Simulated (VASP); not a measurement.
# BeS (F-43m) in VASP: settings compared, part 2 of 2

VASP 6.6.1.

## 3. Single point, r2SCAN

File POSCAR:

```
BeS
1.0
    0.0000000000      2.4343062282      2.4343062282
    2.4343062282      0.0000000000      2.4343062282
    2.4343062282      2.4343062282      0.0000000000
Be S
1 1
Direct
    0.0000000000      0.0000000000      0.0000000000
    0.2500000000      0.2500000000      0.2500000000
```

File INCAR.step1:

```
SYSTEM = BeS
ALGO = Normal ; EDIFF = 1E-4
ENCUT = 520 ; GGA = PE
ISMEAR = -1 ; LASPH = .TRUE.
LCHARG = .FALSE. ; LREAL = .FALSE.
LWAVE = .TRUE. ; NBANDS = 11
NELM = 60 ; PREC = Accurate
SIGMA = 0.02
```

File INCAR.step2:

```
SYSTEM = BeS
ALGO = Normal ; EDIFF = 1E-6
ENCUT = 520 ; ISIF = 2
ISMEAR = -1 ; ISTART = 1
LASPH = .TRUE. ; LCHARG = .TRUE.
LELF = .TRUE. ; LMIXTAU = .TRUE.
LREAL = .FALSE. ; LVHAR = .TRUE.
LWAVE = .FALSE. ; METAGGA = R2SCAN
NBANDS = 11 ; NELM = 60
PREC = Accurate ; SIGMA = 0.02
```

File KPOINTS:

```
k-points
0
G
  8 8 8
  0 0 0
```

Potentials or basis: VASP PAW PBE potentials, release 64 (Be, S).

On the command line:

```
> cat potpaw_PBE.64/Be/POTCAR potpaw_PBE.64/S/POTCAR > POTCAR
> cp INCAR.step1 INCAR
> mpirun -np 1 vasp_std > vasp.out
> cp INCAR.step2 INCAR
> mpirun -np 1 vasp_std > vasp.out
```

OUTCAR:

```text
SYSTEM = BeS
   EDIFF = 1E-6
   ENCUT = 520
   ISIF = 2
   ISMEAR = -1
   ISTART = 1
   LASPH = .TRUE.
   LREAL = .FALSE.
   METAGGA = R2SCAN
   NELM = 60
   PREC = Accurate

 ion  position               nearest neighbor table
   1  0.000  0.000  0.000-   2 2.11   2 2.11   2 2.11   2 2.11
   2  0.250  0.250  0.250-   1 2.11   1 2.11   1 2.11   1 2.11

  LATTYP: Found a face centered cubic cell.
 ALAT       =     4.8686124564

  Lattice vectors:

 A1 = (   0.0000000000,   2.4343062282,   2.4343062282)
 A2 = (   2.4343062282,   0.0000000000,   2.4343062282)
 A3 = (   2.4343062282,   2.4343062282,   0.0000000000)

Analysis of symmetry for initial positions (statically):
=====================================================================
 Subroutine PRICEL returns:
 Original cell was already a primitive cell.

 Routine SETGRP: Setting up the symmetry group for a
 face centered cubic supercell.

 Subroutine GETGRP returns: Found 24 space group operations
 (whereof 24 operations were pure point group operations)
 out of a pool of 48 trial point group operations.

The static configuration has the point symmetry T_d .

Analysis of symmetry for dynamics (positions and initial velocities):
=====================================================================
 Subroutine PRICEL returns:
 Original cell was already a primitive cell.

 Routine SETGRP: Setting up the symmetry group for a
 face centered cubic supercell.

 Subroutine GETGRP returns: Found 24 space group operations
 (whereof 24 operations were pure point group operations)
 out of a pool of 48 trial point group operations.

The dynamic configuration has the point symmetry T_d .

 Subroutine INISYM returns: Found 24 space group operations
 (whereof 24 operations are pure point group operations),
 and found     1 'primitive' translations

----------------------------------------------------------------------------------------

                                     Primitive cell

  volume of cell :      28.8507

  direct lattice vectors                    reciprocal lattice vectors
     0.000000000  2.434306228  2.434306228    -0.205397330  0.205397330  0.205397330
     2.434306228  0.000000000  2.434306228     0.205397330 -0.205397330  0.205397330
     2.434306228  2.434306228  0.000000000     0.205397330  0.205397330 -0.205397330

  length of vectors
     3.442628883  3.442628883  3.442628883     0.355758612  0.355758612  0.355758612

  position of ions in fractional coordinates (direct lattice)
     0.000000000  0.000000000  0.000000000
     0.250000000  0.250000000  0.250000000

  ion indices of the primitive-cell ions
   primitive index   ion index
                 1           1
                 2           2

----------------------------------------------------------------------------------------

 KPOINTS: k-points

Automatic generation of k-mesh.
 Grid dimensions read from file:
 generate k-points for:    8    8    8

 Generating k-lattice:

  Cartesian coordinates                     Fractional coordinates (reciprocal lattice)
    -0.025674666  0.025674666  0.025674666     0.125000000  0.000000000  0.000000000
     0.025674666 -0.025674666  0.025674666     0.000000000  0.125000000  0.000000000
     0.025674666  0.025674666 -0.025674666     0.000000000  0.000000000  0.125000000

  Length of vectors
     0.044469826  0.044469826  0.044469826

  Shift w.r.t. Gamma in fractional coordinates (k-lattice)
     0.000000000  0.000000000  0.000000000

 Subroutine IBZKPT returns following result:
 ===========================================

 Found     29 irreducible k-points:

 Following reciprocal coordinates:
            Coordinates               Weight
  0.000000  0.000000  0.000000      1.000000
  0.125000  0.000000  0.000000      8.000000
  0.250000  0.000000  0.000000      8.000000
  0.375000  0.000000  0.000000      8.000000
  0.500000  0.000000  0.000000      4.000000
  0.125000  0.125000  0.000000      6.000000
[... 16 lines left out ...]
  0.500000  0.250000  0.125000     48.000000
 -0.375000  0.250000  0.125000     24.000000
 [... further k-points ...]
   k-points           NKPTS =     29   k-points in BZ     NKDIM =     29   number of bands    NBANDS=     11
   number of dos      NEDOS =    301   number of ions     NIONS =      2
   total plane-waves  NPLWV =  21952
   dimension x,y,z NGX =    28 NGY =   28 NGZ =   28
   dimension x,y,z NGXF=    56 NGYF=   56 NGZF=   56
   ions per type =               1   1
   NGX,Y,Z   is equivalent  to a cutoff of  13.52, 13.52, 13.52 a.u.
   NGXF,Y,Z  is equivalent  to a cutoff of  27.04, 27.04, 27.04 a.u.
 SYSTEM =  BeS
   PREC   = accura    normal or accurate (medium, high low for compatibility)
   ISTART =      1    job   : 0-new  1-cont  2-samecut
   ICHARG =      0    charge: 1-file 2-atom 10-const
   ISPIN  =      1    spin polarized calculation?
   LNONCOLLINEAR =      F non collinear calculations
   LSORBIT =      F    spin-orbit coupling
   LASPH  =      T    aspherical Exc in radial PAW
   ENCUT  =  520.0 eV  38.22 Ry    6.18 a.u.   6.40  6.40  6.40*2*pi/ulx,y,z
   NELM   =     60;   NELMIN=  2; NELMDL=  0     # of ELM steps
   EDIFF  = 0.1E-05   stopping-criterion for ELM
   LREAL  =      F    real-space projection
   EDIFFG = 0.1E-04   stopping-criterion for IOM
   NSW    =      0    number of steps for IOM
   IBRION =     -1    ionic relax: 0-MD 1-quasi-New 2-CG
   NFREE  =      0    steps in history (QN), initial steepest desc. (CG)
   ISIF   =      2    stress and relaxation
   ISYM   =      2    0-nonsym 1-usesym 2-fastsym
   POTIM  = 0.5000    time-step for ionic-motion
   TEBEG  =    0.0;   TEEND  =   0.0 temperature during run
   PSTRESS=    0.0 pullay stress
   NELECT =       8.0000    total number of electrons
   NUPDOWN=      -1.0000    fix difference up-down
   EMIN   =  10.00;   EMAX   =-10.00  energy-range for DOS
   EFERMI =   0.00;   METHOD = LEGACY
   ISMEAR =    -1;   SIGMA  =   0.02  broadening in eV -4-tet -1-fermi 0-gaus
   EFERMI_NEDOS =   21; number of points for ismear=-14 and -15
   IALGO  =     38    algorithm
   IMIX   =      4    mixing-type and parameters
     AMIX     =   0.40;   BMIX     =  1.00
     AMIX_MAG =   1.60;   BMIX_MAG =  1.00
  volume/ion in A,a.u.               =      14.43        97.35
  Fermi-wavevector in a.u.,A,eV,Ry     =   1.067545  2.017368 15.505918  1.139653
  Thomas-Fermi vector in A             =   2.203165
   LORBIT       =      0    0 simple, 1 ext, 2 COOP (PROOUT), +10 PAW based schemes
   METAGGA = R2SCAN    functional components
   LHFCALC =     F    Hartree Fock is set to
   AEXX    =    0.0000 exact exchange contribution
   IVDW    =     0    specifies the selected vdW correction
   LEPSILON=     F    determine dielectric tensor
   LRPA    =     F    only Hartree local field effects (RPA)
 non-spin polarized calculation
  energy-cutoff  :      520.00
  volume of cell :       28.85
 maximum number of plane-waves:       791
 NGX is ok and might be reduce to    28
   NGX = 13   NGY = 13   NGZ = 13

 number of electron       7.9999999 magnetization

 Free energy of the ion-electron system (eV)
  ---------------------------------------------------
  ext. energy  EPLUGINS =         0.00000000
  ---------------------------------------------------
  free energy    TOTEN  =       -14.78653620 eV

  energy without entropy =      -14.78653620  energy(sigma->0) =      -14.78653620

 E-fermi :   4.2209     XC(G=0): -10.1335

 val. band max:        3.8486002849   @ k =   0.0000   0.0000   0.0000
 cond. band min:       7.4469931661   @ k =   0.5000   0.5000   0.0000
 fundamental gap:      3.5983928812
 Fermi energy:         4.2208939488

 k-point     1 :       0.0000    0.0000    0.0000
  band No.  band energies     occupation
      1     -10.3686      2.00000
      2       3.8486      2.00000
      3       3.8486      2.00000
      4       3.8486      2.00000
      5      10.1125      0.00000
      6      10.1125      0.00000
      7      10.1125      0.00000
      8      10.4333      0.00000
      9      17.2504      0.00000
     10      17.2504      0.00000
     11      19.6604      0.00000
[... 309 lines left out ...]
 k-point    24 :      -0.3750    0.2500    0.1250
  band No.  band energies     occupation
      1      -8.4403      2.00000
      2      -1.4890      2.00000
      3       1.0381      2.00000
      4       2.0020      2.00000
      5      10.4917      0.00000
      6      11.0366      0.00000
      7      13.6747      0.00000
      8      15.0507      0.00000
      9      16.1337      0.00000
     10      20.0368      0.00000
     11      20.7830      0.00000

 [... further k-points ...]

------------------------ aborting loop because EDIFF is reached ----------------------------------------

  FORCE on cell =-STRESS in cart. coord.  units (eV):
  Direction    XX          YY          ZZ          XY          YZ          ZX
  --------------------------------------------------------------------------------------
  -------------------------------------------------------------------------------------
  Total        0.0491168      0.0491168      0.0491168      0.0000000      0.0000000      0.0000000
  in kB        2.7276257      2.7276257      2.7276257      0.0000000      0.0000000      0.0000000
  external PRESSURE =       2.7276257 kB  Pullay stress =       0.0000000 kB

 VOLUME and BASIS-vectors are now :
 -----------------------------------------------------------------------------
  energy-cutoff  :      520.00
  volume of cell :       28.85
      direct lattice vectors                 reciprocal lattice vectors
     0.000000000  2.434306228  2.434306228    -0.205397330  0.205397330  0.205397330
     2.434306228  0.000000000  2.434306228     0.205397330 -0.205397330  0.205397330
     2.434306228  2.434306228  0.000000000     0.205397330  0.205397330 -0.205397330

 POSITION                                       TOTAL-FORCE (eV/Angst)
 -----------------------------------------------------------------------------------
      0.00000      0.00000      0.00000         0.000000      0.000000      0.000000
      1.21715      1.21715      1.21715        -0.000000     -0.000000     -0.000000
 -----------------------------------------------------------------------------------
    total drift:                                0.000000      0.000000      0.000000

  FREE ENERGIE OF THE ION-ELECTRON SYSTEM (eV)
  ---------------------------------------------------
  free  energy   TOTEN  =       -14.7865361962 eV

  energy  without entropy=      -14.7865361961  energy(sigma->0) =      -14.78653620
```

Run time: 23 s. Hardware: 1 thread of Intel Xeon 6975P-C (Granite Rapids), shared host; peak memory 0.16 GiB.

What came out:

```yaml
Free_energy: -14.7865 eV
Pressure: 0.3 GPa
Band_gap_on_the_k_mesh: 3.60 eV, indirect (least direct gap 6.26 eV)
```

Levels at points of the mesh, in eV from the valence-band top:
```tsv
k point	band 1	band 2	band 3	band 4	band 5	band 6	band 7	band 8	band 9
(0.00, 0.00, 0.00)	-14.22	0.00	0.00	0.00	6.26	6.26	6.26	6.58	13.40
(0.50, 0.00, 0.00)	-12.57	-5.88	-1.04	-1.04	6.06	7.14	7.14	12.00	15.68
(0.50, 0.50, 0.00)	-12.01	-5.13	-2.67	-2.67	3.60	5.39	13.77	13.77	16.61
```

Caveat: the PAW data sets were made with another functional, which shifts forces and pressure a little.

## 4. Single point, r2SCAN

POSCAR is that of step 3.

File INCAR.step1:

```
SYSTEM = BeS
ALGO     = Normal         ! electronic algorithm
EDIFF    = 1E-4           ! SCF threshold, eV
ENCUT    = 520            ! plane-wave cutoff, eV
GGA      = PE             ! functional
ISMEAR   = 0              ! smearing method
LASPH    = .TRUE.         ! aspherical terms in the spheres
LCHARG   = .FALSE.        ! write CHGCAR
LREAL    = .FALSE.        ! projectors in reciprocal space
LWAVE    = .TRUE.         ! write WAVECAR
NBANDS   = 11             ! bands
NELM     = 100            ! most SCF steps
PREC     = Accurate       ! precision mode
SIGMA    = 0.01           ! smearing width, eV
```

File INCAR.step2:

```
SYSTEM = BeS
ALGO     = Normal         ! electronic algorithm
EDIFF    = 1E-7           ! SCF threshold, eV
ENCUT    = 520            ! plane-wave cutoff, eV
ISIF     = 2              ! what is computed and relaxed
ISMEAR   = 0              ! smearing method
ISTART   = 1            
LASPH    = .TRUE.         ! aspherical terms in the spheres
LCHARG   = .TRUE.         ! write CHGCAR
LELF     = .TRUE.         ! ELF
LMIXTAU  = .TRUE.       
LREAL    = .FALSE.        ! projectors in reciprocal space
LVHAR    = .TRUE.       
LWAVE    = .FALSE.        ! write WAVECAR
METAGGA  = R2SCAN         ! meta-GGA
NBANDS   = 11             ! bands
NELM     = 100            ! most SCF steps
PREC     = Accurate       ! precision mode
SIGMA    = 0.01           ! smearing width, eV
```

File KPOINTS:

```
k-points
0
G
  10 10 10
  0 0 0
```

On the command line:

```
> cat potpaw_PBE.64/Be/POTCAR potpaw_PBE.64/S/POTCAR > POTCAR
> cp INCAR.step1 INCAR
> mpirun -np 1 vasp_std > vasp.out
> cp INCAR.step2 INCAR
> mpirun -np 1 vasp_std > vasp.out
```

It took 44 s on 1 thread of Intel Xeon 6975P-C (Granite Rapids), shared host; peak memory 0.16 GiB.

Results (log left out):

```yaml
Free_energy: -14.7867 eV
Pressure: 0.3 GPa
Band_gap_on_the_k_mesh: 3.60 eV, indirect (least direct gap 6.26 eV)
```

Levels at points of the mesh, in eV from the valence-band top:
```tsv
k point	band 2	band 3	band 4	band 5	band 6	band 7
(0.00, 0.00, 0.00)	0.00	0.00	0.00	6.26	6.26	6.26
(0.50, 0.00, 0.00)	-5.88	-1.04	-1.04	6.06	7.14	7.14
(0.50, 0.50, 0.00)	-5.13	-2.67	-2.67	3.60	5.39	13.77
```

Caveat: the PAW data sets were made with another functional, which shifts forces and pressure a little. r2SCAN opens gaps a little over a GGA but as a rule still falls short of measured ones.

## 5. Summary

| level | k mesh | smearing | gap on the mesh (eV) | pressure (GPa) |
| --- | --- | --- | --- | --- |
| PBE | 10 × 10 × 10 | fermi-dirac 0.02 eV | 3.14 | 0.4 |
| r2SCAN | 8 × 8 × 8 | fermi-dirac 0.02 eV | 3.60 | 0.3 |
| r2SCAN | 10 × 10 × 10 | gaussian 0.01 eV | 3.60 | 0.3 |

Alike in all rows: task single point; potentials or basis VASP PAW PBE potentials, release 64 (Be, S); no spin polarisation; cell as given; cutoff (eV) 520.

On the cell as given the gap runs from 3.14 eV (PBE) to 3.60 eV (r2SCAN); the meshes differ, which moves gaps too.

Caveats: the PAW data sets were made with another functional, which shifts forces and pressure a little (some runs).

Total energies depend on the potentials used, so only differences within one code and one set of settings carry meaning.
